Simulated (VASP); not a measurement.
Sb2Pt: single point with r2SCAN

Sb2Pt:

```
Sb Pt
1.0
     6.44230    0.00000    0.00000
     0.00000    6.44230    0.00000
     0.00000    0.00000    6.44230
Sb Pt
8 4
Cartesian
  2.4178 2.4178 2.4178
  0.8034 4.0245 5.6389
  5.6389 0.8034 4.0245
  4.0245 5.6389 0.8034
  4.0245 4.0245 4.0245
  5.6389 2.4178 0.8034
  0.8034 5.6389 2.4178
  2.4178 0.8034 5.6389
  0.0000 0.0000 0.0000
  3.2212 0.0000 3.2212
  3.2212 3.2212 0.0000
  0.0000 3.2212 3.2212
```

```yaml
Program: VASP 6.6.1
Task: single point
Functional: r2SCAN
Potentials_or_basis: VASP PAW PBE potentials, release 64 (Sb, Pt)
Cutoff: 520 eV
k_mesh: 4 × 4 × 4
Occupations: gaussian, width 0.1 eV
Spin: no spin polarisation
Dipole_correction: no
Further_INCAR_settings: ALGO = Normal; EDIFF = 1e-06; NBANDS = 52
```

The pressure is 3.5 GPa. The largest force is 0.025 eV/Å. The band gap on the k mesh is 0.06 eV (least direct gap 0.32 eV).

Forces in eV/Å, atoms in the order of the input:
```
Sb  -0.014 -0.014 -0.014
Sb   0.014  0.014 -0.014
Sb  -0.014  0.014  0.014
Sb   0.014 -0.014  0.014
Sb   0.014  0.014  0.014
Sb  -0.014 -0.014  0.014
Sb   0.014 -0.014 -0.014
Sb  -0.014  0.014 -0.014
Pt   0.000  0.000  0.000
Pt   0.000  0.000  0.000
Pt   0.000  0.000  0.000
Pt   0.000  0.000  0.000
```

Levels at points of the mesh, in eV from the valence-band top:
```
           k point  band 36  band 37  band 38  band 39  band 40  band 41  band 42  band 43  band 44  band 45
(0.00, 0.00, 0.00)    -2.53    -2.00    -0.59    -0.59    -0.59     0.06     0.06     0.06     1.07     3.50
(0.50, 0.00, 0.00)    -1.99    -1.57    -1.57    -0.76    -0.76     0.87     0.87     1.67     1.67     2.43
(0.50, 0.50, 0.00)    -1.96    -0.83    -0.83    -0.83    -0.83     1.92     1.92     1.92     1.92     2.01
(0.50, 0.50, 0.50)    -1.36    -0.76    -0.76    -0.76    -0.76     0.09     0.09     0.09     0.09     2.75
```

Wall time 14 min on 1 thread of AMD EPYC 7R43 64-Core Processor (Zen 3), on a shared host, peak memory 0.38 GiB.

Caveat: the cell stands under pressure; the PAW data sets were made with another functional, which shifts forces and pressure a little; spin-orbit coupling is left out, which moves the levels of the heavy elements. A k mesh can miss the band edges.
